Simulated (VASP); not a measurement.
Write the native input for VASP 6.6.1 that does the following.

- Task: relaxation of cell and atoms
- Functional: PBEsol
- Dispersion: D3(BJ)
- Potentials or basis: VASP PAW PBE potentials, release 64 (Ti_sv)
- Cutoff: 600 eV
- k mesh: 7 × 7 × 9
- Occupations: fermi-dirac, width 0.05 eV
- Spin: no spin polarisation
- Dipole correction: no
- Further INCAR settings: ALGO = Normal; EDIFF = 1e-06; IBRION = 2; EDIFFG = -0.01; NSW = 60; ISIF = 3

The structure of Ti lies in POSCAR:

```
Ti
1.0
    4.5673748306      0.0000000000      0.0000000000
   -2.2836874153      3.9554626319      0.0000000000
    0.0000000000      0.0000000000      2.8262442700
Ti
3
Direct
    0.6666666667      0.3333333333      0.5000000000
    0.3333333333      0.6666666667      0.5000000000
    0.0000000000      0.0000000000      0.0000000000
```

This isn't the form of Ti at room conditions, which is hcp.

These files were run (other wordings do the same):

INCAR

```
PREC = Accurate
ENCUT = 600
EDIFF = 1E-6
ISMEAR = -1
SIGMA = 0.05
LREAL = False
LASPH = True
NELM = 80
ALGO = Normal
ISIF = 3
LWAVE = False
LCHARG = False
GGA = PS
IVDW = 12
IBRION = 2
NSW = 60
EDIFFG = -0.01
```

KPOINTS

```
Automatic mesh
0
Gamma
  7 7 9
```

Potentials or basis: VASP PAW PBE potentials, release 64 (Ti_sv).

The run is started by

```console
$ cat potpaw_PBE.64/Ti_sv/POTCAR > POTCAR
$ mpirun -np 1 vasp_std > vasp.out
```

It gave:

* Relaxed volume: 15.60 Å³/atom
* Relaxed cell: a = 4.432 Å, b = 4.432 Å, c = 2.751 Å, α = 90.00°, β = 90.00°, γ = 120.00°
* Space group after relaxing (to 0.1 Å): P6/mmm (No. 191)
* Energy gained by relaxing: 46.8 meV/atom
* Ionic steps: 5
* Pressure after relaxing: -0.1 GPa
* Band gap on the k mesh: zero (bands 18 and 19 overlap by 0.35 eV)
* Dispersion energy per atom: -0.669 eV

Caveat: the PAW data sets were made with another functional, which shifts forces and pressure a little.

It took 90 s on 1 thread of Intel(R) Xeon(R) 6975P-C (Granite Rapids) (shared host), peak memory 0.21 GiB.
